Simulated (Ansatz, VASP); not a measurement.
## One calculation of CuI3, two programs

```xyz
4
Lattice="5.5163 0.0000 0.0000 0.0000 5.5163 0.0000 0.0000 0.0000 5.5163" Properties=species:S:1:pos:R:3 pbc="T T T"
Cu    0.0000    0.0000    0.0000
I     2.7581    0.0000    0.0000
I     0.0000    0.0000    2.7581
I     0.0000    2.7581    0.0000
```

Alike in both runs: task single point; functional r2SCAN; k mesh 4 × 4 × 4; occupations gaussian, width 0.05 eV; collinear spin; Hubbard terms Cu d U = 2.5 eV.

|  | VASP | Ansatz |
| --- | --- | --- |
| version | VASP 6.6.1 | Ansatz 0.2.0 |
| potentials or method | VASP PAW PBE potentials, release 64 (Cu, I), cutoff 520 eV | scalar-relativistic, plane waves, PAW |
| valence electrons in the cell | 32 | 70 |

Ansatz gave:

| Quantity | Value |
| --- | --- |
| gap on the k mesh at the Fermi level (eV) | none |
| pressure (GPa) | -0.8 |
| net moment per atom (μB) | 0.32 |
| size of the moment on the site where the two differ most (μB) | 0.19 |

Problem. What did VASP give for the same quantities?

Solution. gap on the k mesh at the Fermi level (eV): none; pressure (GPa): -0.9; net moment per atom (μB): 0.32; size of the moment on the site where the two differ most (μB): 0.21.

VASP's potentials were made for PBE, not for r2SCAN. Site moments also hang on the region over which each program counts them. The programs project onto different local orbitals, so the same U acts differently, and such runs can settle in different states. A gap of «none» marks a metal or a gap that the smearing closes. VASP's potentials hold 32 valence electrons a cell and Ansatz's 70, so a difference there can come from the potentials and not from the codes. Ansatz's warnings: filled band counts differ across k points, specified occupation not kept, stability check not made, symmetry narrowed by occupation matrices.

Neither program's run includes spin-orbit coupling.
